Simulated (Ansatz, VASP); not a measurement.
**One calculation of Mo, two programs**

The input INCAR:

```
SYSTEM = Mo
PREC     = Accurate       ! precision mode
ENCUT    = 520            ! plane-wave cutoff, eV
EDIFF    = 1E-7           ! SCF threshold, eV
ISMEAR   = -1             ! smearing method
SIGMA    = 0.05           ! smearing width, eV
LREAL    = .False.        ! projectors in reciprocal space
LASPH    = .True.         ! aspherical terms in the spheres
NELM     = 60             ! most SCF steps
ALGO     = Normal         ! electronic algorithm
ISIF     = 2              ! what is computed and relaxed
LWAVE    = .False.        ! write WAVECAR
LCHARG   = .False.        ! write CHGCAR
GGA      = PE             ! functional
NBANDS   = 13             ! bands
```

Contents of KPOINTS:

```
Automatic mesh
0
Gamma
  16 16 16
  0 0 0
```

Contents of POSCAR:

```
Mo
1.0
   -1.5867100000      1.5867100000      1.5710000000
    1.5867100000     -1.5867100000      1.5710000000
    1.5552900000      1.5552900000     -1.5710000000
Mo
1
Direct
    0.0000000000      0.0000000000      0.0000000000
```

Input for Ansatz:

```yaml
crystal:
  lattice:
    - [-1.58671, 1.58671, 1.571]
    - [1.58671, -1.58671, 1.571]
    - [1.55529, 1.55529, -1.571]
  atoms:
    - { symbol: Mo, position: [0.0, 0.0, 0.0] }
kpoints:
  mp_grid: { grid: [16, 16, 16] }
scf:
  occupations: { method: fermi_dirac, width: 0.05 }
hamiltonian:
  xc: pbe
  pseudopotentials: { kind: all_electron, lapw: { basis_error: 0.001 } }
output:
  forces: true
  stress: true
  eigenvalues: true
```

Change from the starting cell: xy shear strain of -2 %.

Alike in both runs: task single point; functional PBE; k mesh 16 × 16 × 16; occupations fermi-dirac, width 0.05 eV; no spin polarisation.

|  | VASP | Ansatz |
| --- | --- | --- |
| version | VASP 6.6.1 | Ansatz 0.2.0 |
| potentials or method | VASP PAW PBE potentials, release 64 (Mo_sv), cutoff 520 eV | all-electron LAPW, scalar-relativistic |

Ansatz gave:

| Item | Value |
| --- | --- |
| pressure (GPa) | 4.7 |
| traceless stress, the component that is largest in VASP (GPa) | 2.24 |

Q: Which values does VASP return?

A: Pressure (GPa): 5.3; traceless stress, the component that is largest in VASP (GPa): 2.26.

Ansatz ran all-electron here, and VASP with PAW potentials.
